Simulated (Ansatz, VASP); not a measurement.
# Two plane-wave programs on Zn4Ge

```
Zn Ge
1.0
     4.63774    0.00000    0.00000
    -2.31887    4.01640    0.00000
     0.00000    0.00000    5.23225
Zn Ge
4 1
Direct
  0.33333 0.66667 0.50000
  0.66667 0.33333 0.50000
  0.33333 0.66667 0.00000
  0.66667 0.33333 0.00000
  0.00000 0.00000 0.00000
```

Alike in both runs: functional PBE; k mesh 12 × 12 × 8; occupations gaussian, width 0.1 eV; no spin polarisation.

Ansatz relaxed the structure, and its values are those at the end. VASP's run is a single point on that final structure, the one shown.

|  | VASP | Ansatz |
| --- | --- | --- |
| version | VASP 6.6.1 | Ansatz 0.2.0 |
| potentials or method | VASP PAW PBE potentials, release 64 (Zn, Ge_d), cutoff 520 eV | scalar-relativistic, plane waves, PAW |
| valence electrons in the cell | 62 | 62 |

VASP gave:

```
gap on the k mesh at the Fermi level (eV) : none
pressure (GPa)                            : 0.2
```

**Question.** What did Ansatz give for the same quantities?

**Answer.** gap on the k mesh at the Fermi level (eV): none; pressure (GPa): 0.0.

A gap of «none» marks a metal or a gap that the smearing closes. With one functional, cell and mesh, what is left measures potentials, basis and numerics.
